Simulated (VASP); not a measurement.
Wanted: the native input for a VASP 6.6.1 run.

```
Task                   : relaxation of shape and atoms at fixed volume
Functional             : PBE
Potentials or basis    : VASP PAW PBE potentials, release 64 (Al, Cu)
Cutoff                 : 600 eV
k mesh                 : 12 × 12 × 12
Occupations            : gaussian, width 0.1 eV
Spin                   : no spin polarisation
Dipole correction      : no
Further INCAR settings : ALGO = Fast; EDIFF = 1e-07; IBRION = 2; EDIFFG = -0.01; NSW = 50; ISIF = 4
```

The structure of Al2Cu lies in POSCAR:

```
Al2Cu
1.0
   -2.0239700586      2.0239700586      2.8623763755
    2.0239700586     -2.0239700586      2.8623763755
    2.0239700586      2.0239700586     -2.8623763755
Al Cu
2 1
Direct
    0.2500000000      0.7500000000      0.5000000000
    0.7500000000      0.2500000000      0.5000000000
    0.5000000000      0.5000000000      0.0000000000
```

One way to write it, as run:

INCAR

```
PREC = Accurate
ENCUT = 600
EDIFF = 1E-7
ISMEAR = 0
SIGMA = 0.1
LREAL = F
LASPH = T
NELM = 60
ALGO = Fast
ISIF = 4
LWAVE = F
LCHARG = F
GGA = PE
IBRION = 2
NSW = 50
EDIFFG = -0.01
```

KPOINTS

```
regular mesh
0
Gamma
  12 12 12
```

Potentials or basis: VASP PAW PBE potentials, release 64 (Al, Cu).

The run is started by

```sh
$ cat potpaw_PBE.64/Al/POTCAR potpaw_PBE.64/Cu/POTCAR > POTCAR
$ mpirun -np 1 vasp_std > vasp.out
```

Results of the run:

The pressure after relaxing is 3.2 GPa. The band gap on the k mesh is zero (an odd number of electrons rules out a gap without spin polarisation).

Caveat: the relaxation stopped at its first step, so nothing moved.

It took 40 s on 1 thread of Intel(R) Xeon(R) 6975P-C (Granite Rapids) (shared host), peak memory 0.27 GiB.
